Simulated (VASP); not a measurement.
## TiO2 (Rutile): single point with PBEsol

TiO2 (Rutile):

```xyz
6
Lattice="4.4985 0.0000 0.0000 0.0000 4.4985 0.0000 0.0000 0.0000 2.8970" Properties=species:S:1:pos:R:3 pbc="T T T"
Ti    0.0000    0.0000    0.0000
Ti    2.2492    2.2492    1.4485
O     1.3718    1.3718    0.0000
O     0.8774    3.6211    1.4485
O     3.1266    3.1266    0.0000
O     3.6211    0.8774    1.4485
```

- Program: VASP 6.6.1
- Task: single point
- Functional: PBEsol
- Potentials or basis: VASP PAW PBE potentials, release 64 (Ti_sv, O)
- Cutoff: 520 eV
- k mesh: 4 × 4 × 6
- Occupations: gaussian, width 0.01 eV
- Spin: no spin polarisation
- Dipole correction: no
- Further INCAR settings: ALGO = Normal; EDIFF = 1e-07; NBANDS = 33

```json
{"Pressure": "15.9 GPa", "Largest force": "0.390 eV/Å", "Band gap on the k mesh": "1.98 eV, direct"}
```

Forces on the atoms (eV/Å):
```
Ti   0.000  0.000  0.000
Ti   0.000  0.000  0.000
O   -0.276 -0.276  0.000
O    0.276 -0.276  0.000
O    0.276  0.276  0.000
O   -0.276  0.276  0.000
```

Stress tensor (GPa, compression positive):
```
15.01  0.00  0.00
 0.00 15.01  0.00
 0.00  0.00 17.77
```

Levels at points of the mesh, in eV from the valence-band top:
```
           k point  band 20  band 21  band 22  band 23  band 24  band 25  band 26  band 27  band 28  band 29
(0.00, 0.00, 0.00)    -2.04    -0.69    -0.45    -0.45     0.00     1.98     2.33     2.58     2.69     2.69
(0.50, 0.00, 0.00)    -3.18    -1.71    -1.71    -0.82    -0.82     2.75     2.75     3.28     3.28     3.87
(0.50, 0.50, 0.00)    -2.41    -1.32    -1.32    -1.06    -1.06     2.04     2.04     2.71     2.71     4.18
(0.00, 0.00, 0.50)    -2.84    -2.65    -2.65    -1.48    -1.48     3.21     3.21     3.45     3.45     3.99
(0.50, 0.00, 0.50)    -2.47    -2.20    -2.20    -1.13    -1.13     2.00     2.00     3.48     3.48     4.27
(0.50, 0.50, 0.50)    -2.81    -1.41    -1.41    -0.67    -0.67     2.76     2.76     3.46     3.46     3.50
```

Wall time 38 s on 1 thread of Intel(R) Xeon(R) Platinum 8488C (Sapphire Rapids) (shared host), peak memory 0.19 GiB.

Caveat: the PAW data sets were made with another functional, which shifts forces and pressure a little. A k mesh can miss the band edges.
